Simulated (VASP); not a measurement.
LiH:

```
Li H
1.0
     2.03675    2.03675    0.00000
    -2.03675    2.03675    0.00000
     0.00000    2.03675    2.03675
Li H
1 1
Direct
  0.00000 0.00000 0.00000
  0.50000 0.50000 0.00000
```

```yaml
Program: VASP 6.6.1
Task: relaxation of cell and atoms
Functional: PBEsol
Potentials_or_basis: VASP PAW PBE potentials, release 64 (Li_sv, H)
Cutoff: 600 eV
k_mesh: 14 × 14 × 14
Occupations: fermi-dirac, width 0.05 eV
Spin: no spin polarisation
```

At the start: pressure -2.4 GPa; volume 8.45 Å³/atom.

**Question.** How do energy, volume and symmetry change on relaxing?

**Answer.** Over 4 steps the energy falls by 4.9 meV/atom and the volume is 7.84 Å³/atom (-7.2 %); space group Fm-3m (No. 225, to 0.05 Å).

The path:
```
step  energy change (eV)  largest force (eV/Å)  pressure (GPa)  volume (Å³)
   1              0.0000                0.0000           -2.44        16.90
   2             -0.0042                0.0000           -1.89        16.59
   3             -0.0096                0.0000           -0.33        15.83
   4             -0.0097                0.0000            0.02        15.68
```

Final structure:
```
Li H
1.0
     1.98654    1.98654    0.00000
    -1.98654    1.98654    0.00000
     0.00000    1.98654    1.98654
Li H
1 1
Direct
  0.00000 0.00000 0.00000
  0.50000 0.50000 0.00000
```

Caveat: the cutoff is under 1.25 times the usual one of these potentials, so pressure, stress and relaxed cells hold a basis-set (Pulay) error; the PAW data sets were made with another functional, which shifts forces and pressure a little.
